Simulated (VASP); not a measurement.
CdS: electric field gradients with PBE

CdS:

```
CELL_PARAMETERS angstrom
0.00000 2.94295 2.85466
2.94295 0.00000 2.85466
2.94295 2.94295 0.00000
ATOMIC_POSITIONS crystal
Cd 0.00000 0.00000 0.00000
S 0.75000 0.75000 0.75000
```

This cell differs from its parent crystal: zz strain of -3 %.

* Program: VASP 6.6.1
* Task: electric field gradients
* Functional: PBE
* Potentials or basis: VASP PAW PBE potentials, release 64 (Cd, S)
* Cutoff: 400 eV
* k mesh: 7 × 7 × 7
* Occupations: fermi-dirac, width 0.02 eV
* Spin: no spin polarisation
* Dipole correction: no
* Further INCAR settings: ALGO = Normal; EDIFF = 1e-08; NBANDS = 16

| Item | Value |
| --- | --- |
| Pressure | 3.0 GPa |
| Band gap on the k mesh | 1.10 eV, direct |

Stress tensor (GPa, compression positive):
```
2.85 0.00 0.00
0.00 2.85 0.00
0.00 0.00 3.29
```

Levels at points of the mesh, in eV from the valence-band top:
```
           k point  band 6  band 7  band 8  band 9  band 10  band 11  band 12  band 13
(0.00, 0.00, 0.00)   -7.30   -0.09   -0.09    0.00     1.10     6.49     6.49     6.50
```

Electric field gradients, principal values (V/Å²):
| atom | least | middle | greatest (by size) |
| --- | --- | --- | --- |
| 1 Cd | -4.789 | -4.791 | 9.580 |
| 2 S | 2.808 | 2.808 | -5.615 |

It took 15 s on 1 thread of Intel(R) Xeon(R) Platinum 8488C (Sapphire Rapids), on a shared host, peak memory 0.16 GiB.

Caveat: the cell differs from its parent crystal (zz strain of -3 %); without QUAD_EFG the Cq values of the log hold for a quadrupole moment of 1 mb, not for the nuclei.
